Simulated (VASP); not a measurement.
# Cr (Im-3m) in VASP: notebook

The runs below take Cr through single point, with PBE.

Program: VASP 6.6.1. These are calculated values, not measurements. Logs are shortened: lines on timing, memory, paths and dates and some standing lists are left out, and cuts for length are marked.

## 1. The cell of the first run

It takes space group Im-3m (No. 229, cubic). Conventional cell: a = 2.800 Å, b = 2.800 Å, c = 2.800 Å, α = 90.00°, β = 90.00°, γ = 90.00°. Within 3.2 Å of Cr (site symmetry m-3m) lie 14 Cr at 2.43 to 2.80 Å.

## 2. Single point, PBE, collinear spin, ferromagnetic start (10.98 Å³/atom)

File POSCAR:

```
Cr
1.0
   -1.4000769411      1.4000769411      1.4000769411
    1.4000769411     -1.4000769411      1.4000769411
    1.4000769411      1.4000769411     -1.4000769411
Cr
1
Direct
    0.0000000000      0.0000000000      0.0000000000
```

File INCAR.step1:

```
SYSTEM = Cr
  PREC = Accurate
  ENCUT = 520
  EDIFF = 1E-6
  ISMEAR = -1
  SIGMA = 0.05
  LREAL = .False.
  LASPH = .True.
  NELM = 150
  ALGO = Normal
  ISIF = 2
  LWAVE = .False.
  LCHARG = .True.
  ISPIN = 2
  MAGMOM = 2
  LMAXMIX = 4
  GGA = PE
  NBANDS = 16
```

File KPOINTS.step1:

```
Automatic mesh
0
Gamma
  21 21 21
  0 0 0
```

File INCAR.step2:

```
SYSTEM = Cr
  PREC = Accurate
  ENCUT = 520
  EDIFF = 1E-6
  ISMEAR = -5
  SIGMA = 0.05
  LREAL = .False.
  LASPH = .True.
  NELM = 150
  ALGO = Normal
  ISIF = 2
  LWAVE = .False.
  LCHARG = .False.
  ISPIN = 2
  MAGMOM = 2
  LORBIT = 10
  LMAXMIX = 4
  GGA = PE
  NEDOS = 2001
  ICHARG = 11
```

File KPOINTS.step2:

```
Automatic mesh
0
Gamma
  32 32 32
  0 0 0
```

Potentials or basis: VASP PAW PBE potentials, release 64 (Cr_pv).

Command:

```console
cat potpaw_PBE.64/Cr_pv/POTCAR > POTCAR
cp INCAR.step1 INCAR
cp KPOINTS.step1 KPOINTS
mpirun -np 1 vasp_std > vasp.out
cp INCAR.step2 INCAR
cp KPOINTS.step2 KPOINTS
mpirun -np 1 vasp_std > vasp.out
```

OUTCAR:

```text
SYSTEM = Cr
   PREC = Accurate
   ENCUT = 520
   EDIFF = 1E-6
   ISMEAR = -5
   LREAL = .False.
   LASPH = .True.
   NELM = 150
   ISIF = 2
   ISPIN = 2
   LORBIT = 10
   GGA = PE
   ICHARG = 11

 ion  position               nearest neighbor table
   1  0.000  0.000  0.000-

  LATTYP: Found a body centered cubic cell.
 ALAT       =     2.8001538822

  Lattice vectors:

 A1 = (  -1.4000769411,   1.4000769411,   1.4000769411)
 A2 = (   1.4000769411,  -1.4000769411,   1.4000769411)
 A3 = (   1.4000769411,   1.4000769411,  -1.4000769411)

Analysis of symmetry for initial positions (statically):
=====================================================================
 Subroutine PRICEL returns:
 Original cell was already a primitive cell.

 Routine SETGRP: Setting up the symmetry group for a
 body centered cubic supercell.

 Subroutine GETGRP returns: Found 48 space group operations
 (whereof 48 operations were pure point group operations)
 out of a pool of 48 trial point group operations.

The static configuration has the point symmetry O_h .

Analysis of symmetry for dynamics (positions and initial velocities):
=====================================================================
 Subroutine PRICEL returns:
 Original cell was already a primitive cell.

 Routine SETGRP: Setting up the symmetry group for a
 body centered cubic supercell.

 Subroutine GETGRP returns: Found 48 space group operations
 (whereof 48 operations were pure point group operations)
 out of a pool of 48 trial point group operations.

The dynamic configuration has the point symmetry O_h .

Analysis of structural, dynamic, and magnetic symmetry:
=====================================================================
 Subroutine PRICEL returns:
 Original cell was already a primitive cell.

 Routine SETGRP: Setting up the symmetry group for a
 body centered cubic supercell.

 Subroutine GETGRP returns: Found 48 space group operations
 (whereof 48 operations were pure point group operations)
 out of a pool of 48 trial point group operations.

The overall configuration has the point symmetry O_h .

 Subroutine INISYM returns: Found 48 space group operations
 (whereof 48 operations are pure point group operations),
 and found     1 'primitive' translations

----------------------------------------------------------------------------------------

                                     Primitive cell

  volume of cell :      10.9778

  direct lattice vectors                    reciprocal lattice vectors
    -1.400076941  1.400076941  1.400076941     0.000000000  0.357123230  0.357123230
     1.400076941 -1.400076941  1.400076941     0.357123230  0.000000000  0.357123230
[... 122 lines left out ...]
 number of electron      12.0000013 magnetization       0.0000066

 Free energy of the ion-electron system (eV)
  ---------------------------------------------------
  ext. energy  EPLUGINS =         0.00000000
  ---------------------------------------------------
  free energy    TOTEN  =        -9.49253588 eV

  energy without entropy =       -9.49253588  energy(sigma->0) =       -9.49253588

 E-fermi :  11.7364     XC(G=0): -13.9722

 val. band max:       11.7580156350   @ k =   0.4062   0.0937   0.0313
 cond. band min:      11.6761012463   @ k =  -0.1875   0.1875   0.1250
 fundamental gap:     -0.0819143887
 Fermi energy:        11.7364056950

 spin component 1

 k-point     1 :       0.0000    0.0000    0.0000
  band No.  band energies     occupation
      1     -30.9397      1.00000
      2     -30.9397      1.00000
      3     -30.9397      1.00000
      4       3.6802      1.00000
      5      10.7359      1.00000
      6      10.7359      1.00000
      7      10.7359      1.00000
      8      12.9287      0.00000
      9      12.9287      0.00000
     10      18.8531      0.00000
     11      34.4152      0.00000
[... 310 lines left out ...]
  band No.  band energies     occupation
      1     -31.4416      1.00000
      2     -31.0921      1.00000
      3     -30.9475      1.00000
      4       5.8622      1.00000
      5       9.9345      1.00000
      6      10.3924      1.00000
      7      12.3614      0.00000
      8      12.5386      0.00000
      9      13.0519      0.00000
     10      18.8525      0.00000
     11      29.7619      0.00000

 [... further k-points ...]

 spin component 2

 k-point     1 :       0.0000    0.0000    0.0000
  band No.  band energies     occupation
      1     -30.9397      1.00000
      2     -30.9397      1.00000
      3     -30.9397      1.00000
      4       3.6803      1.00000
      5      10.7359      1.00000
      6      10.7359      1.00000
      7      10.7359      1.00000
      8      12.9287      0.00000
      9      12.9287      0.00000
     10      18.8531      0.00000
     11      34.4152      0.00000
[... 310 lines left out ...]
  band No.  band energies     occupation
      1     -31.4416      1.00000
      2     -31.0921      1.00000
      3     -30.9475      1.00000
      4       5.8622      1.00000
      5       9.9345      1.00000
      6      10.3924      1.00000
      7      12.3614      0.00000
      8      12.5386      0.00000
      9      13.0519      0.00000
     10      18.8525      0.00000
     11      29.7619      0.00000

 [... further k-points ...]

------------------------ aborting loop because EDIFF is reached ----------------------------------------

  FORCE on cell =-STRESS in cart. coord.  units (eV):
  Direction    XX          YY          ZZ          XY          YZ          ZX
  --------------------------------------------------------------------------------------
  -------------------------------------------------------------------------------------
  Total        0.9145829      0.9145829      0.9145829      0.0000000      0.0000000     -0.0000000
  in kB      133.4805368    133.4805368    133.4805368      0.0000000      0.0000000     -0.0000000
  external PRESSURE =     133.4805368 kB  Pullay stress =       0.0000000 kB

 VOLUME and BASIS-vectors are now :
 -----------------------------------------------------------------------------
  energy-cutoff  :      520.00
  volume of cell :       10.98
      direct lattice vectors                 reciprocal lattice vectors
    -1.400076941  1.400076941  1.400076941     0.000000000  0.357123230  0.357123230
     1.400076941 -1.400076941  1.400076941     0.357123230  0.000000000  0.357123230
     1.400076941  1.400076941 -1.400076941     0.357123230  0.357123230  0.000000000

 POSITION                                       TOTAL-FORCE (eV/Angst)
 -----------------------------------------------------------------------------------
      0.00000      0.00000      0.00000         0.000000      0.000000     -0.000000
 -----------------------------------------------------------------------------------
    total drift:                                0.000000     -0.000000      0.000000

  FREE ENERGIE OF THE ION-ELECTRON SYSTEM (eV)
  ---------------------------------------------------
  free  energy   TOTEN  =        -9.4925358785 eV

  energy  without entropy=       -9.4925358785  energy(sigma->0) =       -9.49253588

 total charge

# of ion       s       p       d       tot
------------------------------------------
    1        0.460   6.441   4.274  11.175

 magnetization (x)

# of ion       s       p       d       tot
------------------------------------------
    1        0.000   0.000   0.000   0.000
```

Wall time 6.6 min (1 thread of AMD EPYC, shared host); peak memory 0.39 GiB.

What came out:

```
Net moment                                            : 0.00 μB per cell
Valence electrons inside the program's atomic spheres : Cr 11.18
```

Caveat: tetrahedron occupations give inexact forces and stress in metals.

## 3. Single point, PBE, collinear spin, ferromagnetic start

This run uses another cell than the first one, of 11.56 Å³/atom.

File POSCAR:

```
Cr
1.0
   -1.4242209434      1.4242209434      1.4242209434
    1.4242209434     -1.4242209434      1.4242209434
    1.4242209434      1.4242209434     -1.4242209434
Cr
1
Direct
    0.0000000000      0.0000000000      0.0000000000
```

File INCAR.step1:

```
  PREC = Accurate
  ENCUT = 520
  EDIFF = 1E-7
  ISMEAR = -1
  SIGMA = 0.05
  LREAL = False
  LASPH = True
  NELM = 150
  ALGO = Normal
  ISIF = 2
  LWAVE = False
  LCHARG = True
  ISPIN = 2
  MAGMOM = 2
  LMAXMIX = 4
  GGA = PE
  NBANDS = 16
```

File KPOINTS.step1:

```
regular mesh
0
Gamma
  21 21 21
```

File INCAR.step2:

```
  PREC = Accurate
  ENCUT = 520
  EDIFF = 1E-7
  ISMEAR = -5
  SIGMA = 0.05
  LREAL = False
  LASPH = True
  NELM = 150
  ALGO = Normal
  ISIF = 2
  LWAVE = False
  LCHARG = False
  ISPIN = 2
  MAGMOM = 2
  LORBIT = 11
  LMAXMIX = 4
  GGA = PE
  NBANDS = 16
  NEDOS = 1001
  ICHARG = 11
```

File KPOINTS.step2:

```
regular mesh
0
Gamma
  32 32 32
```

Potentials or basis: VASP PAW PBE potentials, release 64 (Cr_pv).

Command:

```console
cat potpaw_PBE.64/Cr_pv/POTCAR > POTCAR
cp INCAR.step1 INCAR
cp KPOINTS.step1 KPOINTS
mpirun -np 1 vasp_std > vasp.out
cp INCAR.step2 INCAR
cp KPOINTS.step2 KPOINTS
mpirun -np 1 vasp_std > vasp.out
```

Run time: 9 min. Hardware: 1 thread of AMD EPYC, shared host; peak memory 0.51 GiB.

The run converged. Its results:

| Item | Value |
| --- | --- |
| Net moment | 0.00 μB per cell |
| Valence electrons inside the program's atomic spheres | Cr 11.06 |

Levels at points of the mesh, in eV from the Fermi level:
Spin up:
```
           k point  band 2  band 3  band 4  band 5  band 6  band 7  band 8  band 9  band 10  band 11
(0.00, 0.00, 0.00)  -42.75  -42.75   -7.87   -0.93   -0.93   -0.93    1.13    1.13     7.09    22.29
(0.50, 0.00, 0.00)  -43.03  -42.75   -4.44   -2.47    1.10    1.12    1.46    2.81     7.08     9.90
(0.50, 0.50, 0.50)  -43.37  -43.37   -4.32   -4.32    2.42    2.42    2.42    7.08    10.59    10.59
```
Spin down:
```tsv
k point	band 3	band 4	band 5	band 6	band 7	band 8	band 9	band 10
(0.00, 0.00, 0.00)	-42.75	-7.87	-0.93	-0.93	-0.93	1.13	1.13	7.09
(0.50, 0.00, 0.00)	-42.75	-4.44	-2.47	1.10	1.12	1.46	2.81	7.08
(0.50, 0.50, 0.50)	-43.37	-4.32	-4.32	2.42	2.42	2.42	7.08	10.59
```

Caveat: tetrahedron occupations give inexact forces and stress in metals.
